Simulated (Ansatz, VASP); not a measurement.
## Mg in VASP and in Ansatz

INCAR

```
SYSTEM = Mg
  ALGO = Normal
  EDIFF = 1E-6
  ENCUT = 600
  GGA = PS
  GGA_COMPAT = .FALSE.
  ISIF = 2
  ISMEAR = 0
  LASPH = .TRUE.
  LCHARG = .FALSE.
  LREAL = .FALSE.
  LWAVE = .FALSE.
  NBANDS = 7
  NELM = 120
  PREC = Accurate
  SIGMA = 0.1
```

The input KPOINTS:

```
k-points
0
G
  10 10 10
  0 0 0
```

POSCAR

```
Mg
1.0
   -1.8359916300      1.8359916300      1.6794040200
    1.8359916300     -1.8359916300      1.6794040200
    1.8359916300      1.8359916300     -1.6794040200
Mg
1
Direct
    0.0000000000      0.0000000000      0.0000000000
```

Input for Ansatz:

```yaml
crystal:
  lattice:
    - [-1.83599163, 1.83599163, 1.67940402]
    - [1.83599163, -1.83599163, 1.67940402]
    - [1.83599163, 1.83599163, -1.67940402]
  atoms:
    - { symbol: Mg, position: [0.0, 0.0, 0.0] }
basis:
  ecutwfc: 420
kpoints:
  mp_grid: { grid: [10, 10, 10] }
hamiltonian:
  xc: pbesol
scf:
  occupations: { method: gaussian, width: 0.1 }
output:
  forces: true
  stress: true
  eigenvalues: true
```

Alike in both runs: task single point; functional PBEsol; k mesh 10 × 10 × 10; occupations gaussian, width 0.1 eV; no spin polarisation.

|  | VASP | Ansatz |
| --- | --- | --- |
| version | VASP 6.6.1 | Ansatz 0.2.0 |
| potentials or method | VASP PAW PBE potentials, release 64 (Mg), cutoff 600 eV | scalar-relativistic, plane waves, PAW |
| valence electrons in the cell | 2 | 10 |

|  | VASP | Ansatz | Ansatz less VASP |
| --- | --- | --- | --- |
| gap on the k mesh at the Fermi level (eV) | none | none | - |
| pressure (GPa) | -0.1 | -0.1 | +0.05 |
| traceless stress, the component that is largest in VASP (GPa) | 0.90 | 0.90 | +0.007 |

VASP's potentials were made for PBE, not for PBEsol. A gap of «none» marks a metal or a gap that the smearing closes. VASP's potentials hold 2 valence electrons a cell and Ansatz's 10, so a difference there can come from the potentials and not from the codes.
